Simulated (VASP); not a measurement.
# Bi in VASP: single point with PBEsol

Aim: the single point of Bi with PBEsol.

Program: VASP 6.6.1. These are calculated values, not measurements. Logs are shortened: lines on timing, memory, paths and dates and some standing lists are left out, and cuts for length are marked.

**1. The cell of the first run**

The cell holds a slab with vacuum, 1 atom: a = 3.493 Å, b = 3.493 Å, c = 16.000 Å, α = 90.00°, β = 90.00°, γ = 120.00°.

**2. Single point, PBEsol**

POSCAR reads:

```
Bi
1.0
    3.4925611920      0.0000000000      0.0000000000
   -1.7462805960      3.0246467165      0.0000000000
    0.0000000000      0.0000000000     16.0000000000
Bi
1
Direct
    0.0000000000      0.0000000000      0.5000000000
```

INCAR.step1 reads:

```
SYSTEM = Bi
ALGO = Normal ; DIPOL = 0.5 0.5 0.500
EDIFF = 1E-6 ; ENCUT = 520
GGA = PS ; IDIPOL = 3
ISIF = 2 ; ISMEAR = -1
LASPH = .TRUE. ; LCHARG = .TRUE.
LDIPOL = .TRUE. ; LREAL = .FALSE.
LWAVE = .FALSE. ; NBANDS = 14
NELM = 80 ; PREC = Accurate
SIGMA = 0.1
```

KPOINTS.step1 reads:

```
k-points
0
G
  11 11 1
  0 0 0
```

INCAR.step2 reads:

```
SYSTEM = Bi
ALGO = Normal ; DIPOL = 0.5 0.5 0.500
EDIFF = 1E-6 ; ENCUT = 520
GGA = PS ; ICHARG = 11
IDIPOL = 3 ; ISIF = 2
ISMEAR = -5 ; LASPH = .TRUE.
LCHARG = .FALSE. ; LDIPOL = .TRUE.
LORBIT = 10 ; LREAL = .FALSE.
LWAVE = .FALSE. ; NEDOS = 2001
NELM = 80 ; PREC = Accurate
SIGMA = 0.1
```

KPOINTS.step2 reads:

```
k-points
0
G
  17 17 1
  0 0 0
```

Potentials or basis: VASP PAW PBE potentials, release 64 (Bi_d).

Launch:

```
$ cat potpaw_PBE.64/Bi_d/POTCAR > POTCAR
$ cp INCAR.step1 INCAR
$ cp KPOINTS.step1 KPOINTS
$ mpirun -np 1 vasp_std > vasp.out
$ cp INCAR.step2 INCAR
$ cp KPOINTS.step2 KPOINTS
$ mpirun -np 1 vasp_std > vasp.out
```

OUTCAR:

```text
SYSTEM = Bi
   EDIFF = 1E-6
   ENCUT = 520
   GGA = PS
   ICHARG = 11
   ISIF = 2
   ISMEAR = -5
   LASPH = .TRUE.
   LORBIT = 10
   LREAL = .FALSE.
   NELM = 80
   PREC = Accurate

 ion  position               nearest neighbor table
   1  0.000  0.000  0.500-

  LATTYP: Found a hexagonal cell.
 ALAT       =     3.4925611920
 C/A-ratio  =     4.5811652597

  Lattice vectors:

 A1 = (   3.4925611920,   0.0000000000,   0.0000000000)
 A2 = (  -1.7462805960,   3.0246467165,   0.0000000000)
 A3 = (   0.0000000000,   0.0000000000,  16.0000000000)

Analysis of symmetry for initial positions (statically):
=====================================================================
 Subroutine PRICEL returns:
 Original cell was already a primitive cell.

 Routine SETGRP: Setting up the symmetry group for a
 hexagonal supercell.

 Subroutine GETGRP returns: Found 24 space group operations
 (whereof 24 operations were pure point group operations)
 out of a pool of 24 trial point group operations.

The static configuration has the point symmetry D_6h.

Analysis of symmetry for dynamics (positions and initial velocities):
=====================================================================
 Subroutine PRICEL returns:
 Original cell was already a primitive cell.

 Routine SETGRP: Setting up the symmetry group for a
 hexagonal supercell.

 Subroutine GETGRP returns: Found 24 space group operations
 (whereof 24 operations were pure point group operations)
 out of a pool of 24 trial point group operations.

The dynamic configuration has the point symmetry D_6h.

 Subroutine INISYM returns: Found 24 space group operations
 (whereof 24 operations are pure point group operations),
 and found     1 'primitive' translations

----------------------------------------------------------------------------------------

                                     Primitive cell

  volume of cell :     169.0202

  direct lattice vectors                    reciprocal lattice vectors
     3.492561192  0.000000000  0.000000000     0.286322829  0.165308562  0.000000000
    -1.746280596  3.024646716  0.000000000     0.000000000  0.330617124  0.000000000
     0.000000000  0.000000000 16.000000000     0.000000000  0.000000000  0.062500000

  length of vectors
     3.492561192  3.492561192 16.000000000     0.330617124  0.330617124  0.062500000

  position of ions in fractional coordinates (direct lattice)
     0.000000000  0.000000000  0.500000000

  ion indices of the primitive-cell ions
   primitive index   ion index
                 1           1

----------------------------------------------------------------------------------------

 KPOINTS: k-points

Automatic generation of k-mesh.
 Grid dimensions read from file:
 generate k-points for:   17   17    1

 Generating k-lattice:

  Cartesian coordinates                     Fractional coordinates (reciprocal lattice)
     0.016842519  0.009724033  0.000000000     0.058823529  0.000000000  0.000000000
     0.000000000  0.019448066  0.000000000     0.000000000  0.058823529  0.000000000
     0.000000000  0.000000000  0.062500000     0.000000000  0.000000000  1.000000000

  Length of vectors
     0.019448066  0.019448066  0.062500000

  Shift w.r.t. Gamma in fractional coordinates (k-lattice)
     0.000000000  0.000000000  0.000000000

 TETIRR: Found    153 inequivalent tetrahedra from     1734

 Subroutine IBZKPT returns following result:
 ===========================================

 Found     33 irreducible k-points:

 Following reciprocal coordinates:
            Coordinates               Weight
  0.000000  0.000000  0.000000      1.000000
  0.058824 -0.000000  0.000000      6.000000
  0.117647 -0.000000  0.000000      6.000000
  0.176471 -0.000000  0.000000      6.000000
  0.235294 -0.000000  0.000000      6.000000
  0.294118  0.000000  0.000000      6.000000
[... 16 lines left out ...]
  0.411765  0.117647  0.000000     12.000000
  0.176471  0.176471  0.000000      6.000000
 [... further k-points ...]
   k-points           NKPTS =     33   k-points in BZ     NKDIM =     33   number of bands    NBANDS=     11
   number of dos      NEDOS =   2001   number of ions     NIONS =      1
   total plane-waves  NPLWV =  94080
   dimension x,y,z NGX =    28 NGY =   28 NGZ =  120
   dimension x,y,z NGXF=    56 NGYF=   56 NGZF=  240
   ions per type =               1
   NGX,Y,Z   is equivalent  to a cutoff of  13.33, 13.33, 12.47 a.u.
   NGXF,Y,Z  is equivalent  to a cutoff of  26.66, 26.66, 24.94 a.u.
 SYSTEM =  Bi
   PREC   = accura    normal or accurate (medium, high low for compatibility)
   ISTART =      0    job   : 0-new  1-cont  2-samecut
   ICHARG =     11    charge: 1-file 2-atom 10-const
   ISPIN  =      1    spin polarized calculation?
   LNONCOLLINEAR =      F non collinear calculations
   LSORBIT =      F    spin-orbit coupling
   LASPH  =      T    aspherical Exc in radial PAW
   ENCUT  =  520.0 eV  38.22 Ry    6.18 a.u.   6.49  6.49 29.75*2*pi/ulx,y,z
   NELM   =     80;   NELMIN=  2; NELMDL=  0     # of ELM steps
   EDIFF  = 0.1E-05   stopping-criterion for ELM
   LREAL  =      F    real-space projection
   EDIFFG = 0.1E-04   stopping-criterion for IOM
   NSW    =      0    number of steps for IOM
   IBRION =     -1    ionic relax: 0-MD 1-quasi-New 2-CG
   NFREE  =      0    steps in history (QN), initial steepest desc. (CG)
   ISIF   =      2    stress and relaxation
   ISYM   =      2    0-nonsym 1-usesym 2-fastsym
   POTIM  = 0.5000    time-step for ionic-motion
   TEBEG  =    0.0;   TEEND  =   0.0 temperature during run
   PSTRESS=    0.0 pullay stress
   NELECT =      15.0000    total number of electrons
   NUPDOWN=      -1.0000    fix difference up-down
   EMIN   =  10.00;   EMAX   =-10.00  energy-range for DOS
   EFERMI =   0.00;   METHOD = LEGACY
   ISMEAR =    -5;   SIGMA  =   0.10  broadening in eV -4-tet -1-fermi 0-gaus
   EFERMI_NEDOS =   21; number of points for ismear=-14 and -15
   IALGO  =     38    algorithm
   IMIX   =      4    mixing-type and parameters
     AMIX     =   0.40;   BMIX     =  1.00
     AMIX_MAG =   1.60;   BMIX_MAG =  1.00
  volume/ion in A,a.u.               =     169.02      1140.60
  Fermi-wavevector in a.u.,A,eV,Ry     =   0.730229  1.379933  7.255093  0.533234
  Thomas-Fermi vector in A             =   1.822147
   LORBIT       =     10    0 simple, 1 ext, 2 COOP (PROOUT), +10 PAW based schemes
   GGA     = PS    functional components
   LHFCALC =     F    Hartree Fock is set to
   AEXX    =    0.0000 exact exchange contribution
   IVDW    =     0    specifies the selected vdW correction
   LEPSILON=     F    determine dielectric tensor
   LRPA    =     F    only Hartree local field effects (RPA)
 non-spin polarized calculation
 Fermi weights with tetrahedron method with Bloechl corrections
  energy-cutoff  :      520.00
  volume of cell :      169.02
 maximum number of plane-waves:      4619
 NGX is ok and might be reduce to    28

 number of electron      15.0000005 magnetization

 dipolmoment           0.000000      0.000000     -0.000000 electrons x Angstroem

 Free energy of the ion-electron system (eV)
  ---------------------------------------------------
  ext. energy  EPLUGINS =         0.00000000
  ---------------------------------------------------
  free energy    TOTEN  =        -3.46858184 eV

  energy without entropy =       -3.46858184  energy(sigma->0) =       -3.46858184

 E-fermi :  -2.3783     XC(G=0):  -2.8595

 val. band max:       -2.3523626480   @ k =   0.2353   0.2353   0.0000
 cond. band min:      -2.3712539225   @ k =   0.4118   0.1765   0.0000
 fundamental gap:     -0.0188912745
 Fermi energy:        -2.3782589938

 k-point     1 :       0.0000    0.0000    0.0000
  band No.  band energies     occupation
      1     -25.1708      2.00000
      2     -25.1708      2.00000
      3     -25.1687      2.00000
      4     -25.0718      2.00000
      5     -25.0718      2.00000
      6     -14.3549      2.00000
      7      -4.5007      2.00000
      8       0.9909      0.00000
      9       2.2186      0.00000
     10       2.5789      0.00000
     11       2.6196      0.00000

 k-point     2 :       0.0588   -0.0000    0.0000
  band No.  band energies     occupation
      1     -25.1720      2.00000
      2     -25.1660      2.00000
      3     -25.1651      2.00000
      4     -25.0739      2.00000
      5     -25.0723      2.00000
      6     -14.3050      2.00000
      7      -4.4444      2.00000
      8       1.0253      0.00000
      9       2.0264      0.00000
     10       2.2741      0.00000
     11       2.4835      0.00000

 k-point     3 :       0.1176   -0.0000    0.0000
  band No.  band energies     occupation
      1     -25.1763      2.00000
      2     -25.1540      2.00000
      3     -25.1524      2.00000
      4     -25.0801      2.00000
      5     -25.0738      2.00000
      6     -14.1563      2.00000
      7      -4.2772      2.00000
      8       0.6091      0.00000
      9       1.3240      0.00000
     10       2.1279      0.00000
     11       2.4396      0.00000
[... 267 lines left out ...]
 k-point    23 :       0.4118    0.1176    0.0000
  band No.  band energies     occupation
      1     -25.1954      2.00000
      2     -25.1318      2.00000
      3     -25.0922      2.00000
      4     -25.0611      2.00000
      5     -25.0393      2.00000
      6     -12.0587      2.00000
      7      -5.8186      2.00000
      8      -1.8378      0.00000
      9      -1.3339      0.00000
     10       2.7226      0.00000
     11       4.7175      0.00000

 k-point    24 :       0.1765    0.1765    0.0000
  band No.  band energies     occupation
      1     -25.1693      2.00000
      2     -25.1345      2.00000
      3     -25.1111      2.00000
      4     -25.0859      2.00000
      5     -25.0643      2.00000
      6     -13.1045      2.00000
      7      -3.2782      2.00000
      8      -3.0908      2.00000
      9      -0.7413      0.00000
     10       2.5368      0.00000
     11       3.6056      0.00000

 [... further k-points ...]

------------------------ aborting loop because EDIFF is reached ----------------------------------------

 vacuum level on the upper side and lower side of the slab       (xc-potential included)        -0.075        -0.075

  FORCE on cell =-STRESS in cart. coord.  units (eV):
  Direction    XX          YY          ZZ          XY          YZ          ZX
  --------------------------------------------------------------------------------------
  -------------------------------------------------------------------------------------
  Total       -2.4172477     -2.4172477      0.4656920      0.0000000      0.0000000      0.0000000
  in kB      -22.9135867    -22.9135867      4.4143898      0.0000000      0.0000000      0.0000000
  external PRESSURE =     -13.8042612 kB  Pullay stress =       0.0000000 kB

 VOLUME and BASIS-vectors are now :
 -----------------------------------------------------------------------------
  energy-cutoff  :      520.00
  volume of cell :      169.02
      direct lattice vectors                 reciprocal lattice vectors
     3.492561192  0.000000000  0.000000000     0.286322829  0.165308562  0.000000000
    -1.746280596  3.024646716  0.000000000     0.000000000  0.330617124  0.000000000
     0.000000000  0.000000000 16.000000000     0.000000000  0.000000000  0.062500000

 POSITION                                       TOTAL-FORCE (eV/Angst)
 -----------------------------------------------------------------------------------
      0.00000      0.00000      8.00000        -0.000000      0.000000      0.000000
 -----------------------------------------------------------------------------------
    total drift:                               -0.000000     -0.000000     -0.000000

  FREE ENERGIE OF THE ION-ELECTRON SYSTEM (eV)
  ---------------------------------------------------
  free  energy   TOTEN  =        -3.4685818435 eV

  energy  without entropy=       -3.4685818435  energy(sigma->0) =       -3.46858184

 vacuum level on the upper side and lower side of the slab         2.208         2.208

 total charge

# of ion       s       p       d       tot
------------------------------------------
    1        1.544   1.218   9.902  12.663
```

Wall time 34 s (1 thread of Intel Xeon 6975P-C (Granite Rapids), shared host); peak memory 0.29 GiB.

Results:

| Property | Result |
| --- | --- |
| Valence electrons inside the program's atomic spheres | Bi 12.66 |

Caveat: the PAW data sets were made with another functional, which shifts forces and pressure a little; spin-orbit coupling is left out, which moves the levels of the heavy elements; tetrahedron occupations give inexact forces and stress in metals.
